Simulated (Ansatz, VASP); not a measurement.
PdRuC6N6: VASP beside Ansatz

```xyz
14
Lattice="-0.0129 5.1663 5.1640 5.1671 -0.0159 5.1673 5.1621 5.1647 -0.0113" Properties=species:S:1:pos:R:3 pbc="T T T"
Ru    5.1581    5.1575    5.1600
Pd    0.0000    0.0000    0.0000
C     1.9949    5.1639    5.1631
C     5.1646    1.9930    5.1654
C     5.1609    5.1626    1.9966
C     8.3213    5.1512    5.1569
C     5.1516    8.3221    5.1546
C     5.1554    5.1525    8.3233
N     3.1556    5.1595    5.1611
N     5.1602    3.1538    5.1618
N     5.1589    5.1591    3.1573
N     7.1607    5.1556    5.1590
N     5.1560    7.1613    5.1582
N     5.1574    5.1559    7.1626
```

Change from the starting cell: cell x1, atoms moved at random (sigma 0.1 Å) and cell strained at random (1.5 %), then relaxed without symmetry.

Alike in both runs: functional PBE; k mesh 2 × 2 × 2; occupations gaussian, width 0.1 eV; no spin polarisation.

Ansatz relaxed the structure, and its values are those at the end. VASP's run is a single point on that final structure, the one shown.

|  | VASP | Ansatz |
| --- | --- | --- |
| version | VASP 6.6.1 | Ansatz 0.2.0 |
| potentials or method | VASP PAW PBE potentials, release 64 (Ru_pv, Pd, C, N), cutoff 520 eV | scalar-relativistic, plane waves, PAW |
| valence electrons in the cell | 78 | 88 |

|  | VASP | Ansatz | Ansatz less VASP |
| --- | --- | --- | --- |
| gap on the k mesh at the Fermi level (eV) | 1.48 | 1.50 | +0.022 |
| least direct gap on the mesh (eV) | 1.49 | 1.52 | +0.022 |
| pressure (GPa) | 0.3 | 0.0 | -0.30 |
| rms of the force components (eV/Å) | 0.237 | 0.002 | -0.2351 |

One of these differences is far larger than is usual between the two programs; its cause wasn't traced. VASP's potentials hold 78 valence electrons a cell and Ansatz's 88, so a difference there can come from the potentials and not from the codes.

The k mesh is coarse, so the values compare programs but aren't converged. Noted on VASP's run: the standard files for N, O and F lose accuracy on very short bonds.
